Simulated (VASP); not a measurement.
# Sb (Pm-3m) in VASP: notebook

Aim: see how the results for Sb move with the level of theory and the settings. Levels: revPBE+D3(BJ), revPBE+D4, BLYP+D3(BJ), BLYP+D4, revPBE. Tasks: relaxation of cell and atoms.

Program: VASP 6.6.1. These are calculated values, not measurements. Logs are shortened: lines on timing, memory, paths and dates and some standing lists are left out, and cuts for length are marked.

## 1. The cell of the first run

It takes space group Pm-3m (No. 221, cubic). Conventional cell: a = 3.160 Å, b = 3.160 Å, c = 3.160 Å, α = 90.00°, β = 90.00°, γ = 90.00°. Within 4.2 Å of Sb (site symmetry m-3m) lie 6 Sb at 3.16 Å.

## 2. Relaxation of cell and atoms, revPBE+D3(BJ)

The input, INCAR:

```
SYSTEM = Sb
  PREC = Accurate
  ENCUT = 600
  EDIFF = 1E-6
  ISMEAR = -1
  SIGMA = 0.05
  LREAL = .False.
  LASPH = .True.
  NELM = 80
  ALGO = Normal
  ISIF = 3
  LWAVE = .False.
  LCHARG = .False.
  GGA = RE
  IVDW = 12
  IBRION = 2
  NSW = 60
  EDIFFG = -0.01
```

The input, KPOINTS:

```
Automatic mesh
0
Gamma
  8 8 8
  0 0 0
```

The input, POSCAR:

```
Sb
1.0
    3.1600000000      0.0000000000      0.0000000000
    0.0000000000      3.1600000000      0.0000000000
    0.0000000000      0.0000000000      3.1600000000
Sb
1
Direct
    0.0000000000      0.0000000000      0.0000000000
```

Potentials or basis: VASP PAW PBE potentials, release 64 (Sb).

Run with:

```console
cat potpaw_PBE.64/Sb/POTCAR > POTCAR
mpirun -np 1 vasp_std > vasp.out
```

OUTCAR:

```text
SYSTEM = Sb
   PREC = Accurate
   ENCUT = 600
   EDIFF = 1E-6
   ISMEAR = -1
   LREAL = .False.
   LASPH = .True.
   NELM = 80
   ISIF = 3
   GGA = RE
   IVDW = 12
   IBRION = 2
   NSW = 60
   EDIFFG = -0.01
 IVDW          = 12

 ion  position               nearest neighbor table
   1  0.000  0.000  0.000-

  LATTYP: Found a simple cubic cell.
 ALAT       =     3.1600000000

  Lattice vectors:

 A1 = (   3.1600000000,   0.0000000000,   0.0000000000)
 A2 = (   0.0000000000,   3.1600000000,   0.0000000000)
 A3 = (   0.0000000000,   0.0000000000,   3.1600000000)

Analysis of symmetry for initial positions (statically):
=====================================================================
 Subroutine PRICEL returns:
 Original cell was already a primitive cell.

 Routine SETGRP: Setting up the symmetry group for a
 simple cubic supercell.

 Subroutine GETGRP returns: Found 48 space group operations
 (whereof 48 operations were pure point group operations)
 out of a pool of 48 trial point group operations.

The static configuration has the point symmetry O_h .

Analysis of symmetry for dynamics (positions and initial velocities):
=====================================================================
 Subroutine PRICEL returns:
 Original cell was already a primitive cell.

 Routine SETGRP: Setting up the symmetry group for a
 simple cubic supercell.

 Subroutine GETGRP returns: Found 48 space group operations
 (whereof 48 operations were pure point group operations)
 out of a pool of 48 trial point group operations.

The dynamic configuration has the point symmetry O_h .

 Subroutine INISYM returns: Found 48 space group operations
 (whereof 48 operations are pure point group operations),
 and found     1 'primitive' translations

----------------------------------------------------------------------------------------

                                     Primitive cell

  volume of cell :      31.5545

  direct lattice vectors                    reciprocal lattice vectors
     3.160000000  0.000000000  0.000000000     0.316455696  0.000000000  0.000000000
     0.000000000  3.160000000  0.000000000     0.000000000  0.316455696  0.000000000
     0.000000000  0.000000000  3.160000000     0.000000000  0.000000000  0.316455696

  length of vectors
     3.160000000  3.160000000  3.160000000     0.316455696  0.316455696  0.316455696

  position of ions in fractional coordinates (direct lattice)
     0.000000000  0.000000000  0.000000000

  ion indices of the primitive-cell ions
   primitive index   ion index
                 1           1

----------------------------------------------------------------------------------------

 KPOINTS: Automatic mesh

Automatic generation of k-mesh.
 Grid dimensions read from file:
 generate k-points for:    8    8    8

 Generating k-lattice:

  Cartesian coordinates                     Fractional coordinates (reciprocal lattice)
     0.039556962  0.000000000  0.000000000     0.125000000  0.000000000  0.000000000
     0.000000000  0.039556962  0.000000000     0.000000000  0.125000000  0.000000000
     0.000000000  0.000000000  0.039556962     0.000000000  0.000000000  0.125000000

  Length of vectors
     0.039556962  0.039556962  0.039556962

  Shift w.r.t. Gamma in fractional coordinates (k-lattice)
     0.000000000  0.000000000  0.000000000

 Subroutine IBZKPT returns following result:
 ===========================================

 Found     35 irreducible k-points:

 Following reciprocal coordinates:
            Coordinates               Weight
  0.000000  0.000000  0.000000      1.000000
  0.125000  0.000000  0.000000      6.000000
  0.250000  0.000000  0.000000      6.000000
  0.375000  0.000000  0.000000      6.000000
  0.500000  0.000000  0.000000      3.000000
  0.125000  0.125000  0.000000     12.000000
[... 16 lines left out ...]
  0.375000  0.375000  0.125000     24.000000
  0.500000  0.375000  0.125000     24.000000
 [... further k-points ...]
   k-points           NKPTS =     35   k-points in BZ     NKDIM =     35   number of bands    NBANDS=      6
   number of dos      NEDOS =    301   number of ions     NIONS =      1
   total plane-waves  NPLWV =  21952
   dimension x,y,z NGX =    28 NGY =   28 NGZ =   28
   dimension x,y,z NGXF=    56 NGYF=   56 NGZF=   56
   ions per type =               1
   NGX,Y,Z   is equivalent  to a cutoff of  14.73, 14.73, 14.73 a.u.
   NGXF,Y,Z  is equivalent  to a cutoff of  29.46, 29.46, 29.46 a.u.
 SYSTEM =  Sb
   PREC   = accura    normal or accurate (medium, high low for compatibility)
   ISTART =      0    job   : 0-new  1-cont  2-samecut
   ICHARG =      2    charge: 1-file 2-atom 10-const
   ISPIN  =      1    spin polarized calculation?
   LNONCOLLINEAR =      F non collinear calculations
   LSORBIT =      F    spin-orbit coupling
   LASPH  =      T    aspherical Exc in radial PAW
   ENCUT  =  600.0 eV  44.10 Ry    6.64 a.u.   6.31  6.31  6.31*2*pi/ulx,y,z
   NELM   =     80;   NELMIN=  2; NELMDL= -5     # of ELM steps
   EDIFF  = 0.1E-05   stopping-criterion for ELM
   LREAL  =      F    real-space projection
   EDIFFG = -.1E-01   stopping-criterion for IOM
   NSW    =     60    number of steps for IOM
   IBRION =      2    ionic relax: 0-MD 1-quasi-New 2-CG
   NFREE  =      1    steps in history (QN), initial steepest desc. (CG)
   ISIF   =      3    stress and relaxation
   ISYM   =      2    0-nonsym 1-usesym 2-fastsym
   POTIM  = 0.5000    time-step for ionic-motion
   TEBEG  =    0.0;   TEEND  =   0.0 temperature during run
   PSTRESS=    0.0 pullay stress
   NELECT =       5.0000    total number of electrons
   NUPDOWN=      -1.0000    fix difference up-down
   EMIN   =  10.00;   EMAX   =-10.00  energy-range for DOS
   EFERMI =   0.00;   METHOD = LEGACY
   ISMEAR =    -1;   SIGMA  =   0.05  broadening in eV -4-tet -1-fermi 0-gaus
   EFERMI_NEDOS =   21; number of points for ismear=-14 and -15
   IALGO  =     38    algorithm
   IMIX   =      4    mixing-type and parameters
     AMIX     =   0.40;   BMIX     =  1.00
     AMIX_MAG =   1.60;   BMIX_MAG =  1.00
  volume/ion in A,a.u.               =      31.55       212.94
  Fermi-wavevector in a.u.,A,eV,Ry     =   0.885886  1.674081 10.677766  0.784794
  Thomas-Fermi vector in A             =   2.006979
   LORBIT       =      0    0 simple, 1 ext, 2 COOP (PROOUT), +10 PAW based schemes
   GGA     = RE    functional components
   LHFCALC =     F    Hartree Fock is set to
   AEXX    =    0.0000 exact exchange contribution
   IVDW    =    12    specifies the selected vdW correction
   LEPSILON=     F    determine dielectric tensor
   LRPA    =     F    only Hartree local field effects (RPA)
 conjugate gradient relaxation of ions
 non-spin polarized calculation
  energy-cutoff  :      600.00
  volume of cell :       31.55
 maximum number of plane-waves:      1074
 NGX is ok and might be reduce to    28
   NGX = 13   NGY = 13   NGZ = 13

--------------------------------------- Ionic step        1  -------------------------------------------

 number of electron       5.0000000 magnetization

 Free energy of the ion-electron system (eV)
  ---------------------------------------------------
  ext. energy  EPLUGINS =         0.00000000
  ---------------------------------------------------
  free energy    TOTEN  =        -3.75622960 eV

  energy without entropy =       -3.74899420  energy(sigma->0) =       -3.75261190

------------------------ aborting loop because EDIFF is reached ----------------------------------------

 Edisp (eV)   -0.85233

 E8    (eV) :    -0.6148

  FORCE on cell =-STRESS in cart. coord.  units (eV):
  Direction    XX          YY          ZZ          XY          YZ          ZX
  --------------------------------------------------------------------------------------
  -------------------------------------------------------------------------------------
  Total      -1.17260    -1.17260    -1.17260     0.00000     0.00000    -0.00000
  in kB     -59.53873   -59.53873   -59.53873     0.00000     0.00000    -0.00000
  external pressure =      -59.54 kB  Pullay stress =        0.00 kB
[... 20 lines left out ...]
  energy  without entropy=       -4.6013224791  energy(sigma->0) =       -4.60494018

--------------------------------------- Ionic step        2  -------------------------------------------

 number of electron       5.0000000 magnetization

 E-fermi :   8.7586     XC(G=0): -10.1060

 val. band max:        8.7352512234   @ k =   0.5000   0.3750   0.3750
 cond. band min:       8.7797543635   @ k =   0.5000   0.5000   0.3750
 fundamental gap:      0.0445031401
 Fermi energy:         8.7585751733

 k-point     1 :       0.0000    0.0000    0.0000
  band No.  band energies     occupation
      1      -4.5736      2.00000
      2      12.3595      0.00000
      3      12.3595      0.00000
      4      12.3595      0.00000
      5      15.7914      0.00000
      6      15.7914      0.00000

 k-point     2 :       0.1250    0.0000    0.0000
  band No.  band energies     occupation
      1      -4.3185      2.00000
      2       9.8491      0.00000
      3      12.6188      0.00000
      4      12.6188      0.00000
      5      15.9794      0.00000
      6      17.0163      0.00000
[... 234 lines left out ...]
  energy  without entropy=       -4.6449996452  energy(sigma->0) =       -4.64933421

--------------------------------------- Ionic step        3  -------------------------------------------

 number of electron       5.0000000 magnetization

 Free energy of the ion-electron system (eV)
  ---------------------------------------------------
  ext. energy  EPLUGINS =         0.00000000
  ---------------------------------------------------
  free energy    TOTEN  =        -3.72090567 eV

  energy without entropy =       -3.71314575  energy(sigma->0) =       -3.71702571

 E-fermi :   7.8802     XC(G=0):  -9.8259

 val. band max:        7.8661927800   @ k =   0.3750   0.2500   0.1250
 cond. band min:       8.1263642286   @ k =   0.3750   0.2500   0.2500
 fundamental gap:      0.2601714487
 Fermi energy:         7.8801812505

 k-point     1 :       0.0000    0.0000    0.0000
  band No.  band energies     occupation
      1      -4.8915      2.00000
      2      11.3505      0.00000
      3      11.3505      0.00000
      4      11.3505      0.00000
      5      14.8735      0.00000
      6      14.8735      0.00000

 k-point     2 :       0.1250    0.0000    0.0000
  band No.  band energies     occupation
      1      -4.6521      2.00000
      2       8.9953      0.00000
      3      11.5892      0.00000
      4      11.5892      0.00000
      5      15.0570      0.00000
      6      15.9654      0.00000
[... 230 lines left out ...]
  FREE ENERGIE OF THE ION-ELECTRON SYSTEM (eV)
  ---------------------------------------------------
  free  energy   TOTEN  =        -4.6775183520 eV

  energy  without entropy=       -4.6697584348  energy(sigma->0) =       -4.67363839

 reached required accuracy - stopping structural energy minimisation
```

Run time: 8.2 s. Hardware: 1 thread of Intel Xeon 6975P-C (Granite Rapids), shared host; peak memory 0.17 GiB.

What came out:

| Property | Result |
| --- | --- |
| Free energy | -4.6775 eV |
| Relaxed volume | 28.21 Å³/atom |
| Relaxed cell | a = 3.044 Å, b = 3.044 Å, c = 3.044 Å, α = 90.00°, β = 90.00°, γ = 90.00° |
| Space group after relaxing (to 0.05 Å) | Pm-3m (No. 221) |
| Energy gained by relaxing | 69.0 meV/atom |
| Ionic steps | 3 |
| Pressure after relaxing | 0.0 GPa |
| Dispersion energy per atom | -0.957 eV |

Step by step:
```
step  energy change (eV)  largest force (eV/Å)  pressure (GPa)  volume (Å³)
   1              0.0000                0.0000           -5.95        31.55
   2             -0.0451                0.0000            4.62        26.50
   3             -0.0690                0.0000            0.02        28.21
```

Final structure:
```
Sb
1.0
     3.04400    0.00000    0.00000
     0.00000    3.04400    0.00000
     0.00000    0.00000    3.04400
Sb
1
Direct
  0.00000 0.00000 0.00000
```

Caveat: the PAW data sets were made with another functional, which shifts forces and pressure a little; spin-orbit coupling is left out, which moves the levels of the heavy elements; the volume moved by -11 % from the deposited cell, more than functionals usually miss; pairwise dispersion overbinds metals, which lowers pressure and volume.

## 3. Relaxation of cell and atoms, revPBE+D4

The input, INCAR:

```
SYSTEM = Sb
PREC = Accurate
ENCUT = 600
EDIFF = 1E-6
ISMEAR = -1
SIGMA = 0.05
LREAL = .False.
LASPH = .True.
NELM = 80
ALGO = Normal
ISIF = 3
LWAVE = .False.
LCHARG = .False.
GGA = RE
IVDW = 13
IBRION = 2
NSW = 60
EDIFFG = -0.01
```

KPOINTS is that of step 2.

POSCAR is that of step 2.

Potentials or basis: VASP PAW PBE potentials, release 64 (Sb).

Run with:

```console
cat potpaw_PBE.64/Sb/POTCAR > POTCAR
mpirun -np 1 vasp_std > vasp.out
```

It took 8.3 s on 1 thread of Intel Xeon 6975P-C (Granite Rapids), shared host; peak memory 0.15 GiB.

The run converged. Its results:

```
Free energy                            : -4.5875 eV
Relaxed volume                         : 28.49 Å³/atom
Relaxed cell                           : a = 3.054 Å, b = 3.054 Å, c = 3.054 Å, α = 90.00°, β = 90.00°, γ = 90.00°
Space group after relaxing (to 0.05 Å) : Pm-3m (No. 221)
Energy gained by relaxing              : 57.4 meV/atom
Ionic steps                            : 3
Pressure after relaxing                : 0.0 GPa
Dispersion energy per atom             : -0.857 eV
```

Step by step:
| step | energy change (eV) | largest force (eV/Å) | pressure (GPa) | volume (Å³) |
| --- | --- | --- | --- | --- |
| 1 | 0.0000 | 0.0000 | -5.44 | 31.55 |
| 2 | -0.0375 | 0.0000 | 4.18 | 26.91 |
| 3 | -0.0574 | 0.0000 | 0.01 | 28.49 |

Final structure:
```cif
data_structure
_symmetry_space_group_name_H-M 'P 1'
_symmetry_Int_Tables_number 1
_cell_length_a 3.0541
_cell_length_b 3.0541
_cell_length_c 3.0541
_cell_angle_alpha 90.000
_cell_angle_beta 90.000
_cell_angle_gamma 90.000
_cell_volume 28.49
loop_
_atom_site_label
_atom_site_type_symbol
_atom_site_fract_x
_atom_site_fract_y
_atom_site_fract_z
_atom_site_occupancy
Sb1 Sb 0.00000 0.00000 0.00000 1
```

Levels at points of the mesh, in eV from the Fermi level:
```csv
k point,band 1,band 2,band 3,band 4,band 5,band 6
"(0.00, 0.00, 0.00)",-12.69,3.45,3.45,3.45,6.98,6.98
"(0.50, 0.00, 0.00)",-10.09,-5.85,5.62,5.62,9.14,10.79
"(0.50, 0.50, 0.00)",-7.31,-3.70,-3.70,2.06,7.86,13.25
"(0.50, 0.50, 0.50)",-4.16,-1.66,-1.66,-1.66,4.80,4.80
```

Caveat: the PAW data sets were made with another functional, which shifts forces and pressure a little; spin-orbit coupling is left out, which moves the levels of the heavy elements; pairwise dispersion overbinds metals, which lowers pressure and volume.

(Part 1 of 2 ends here.)
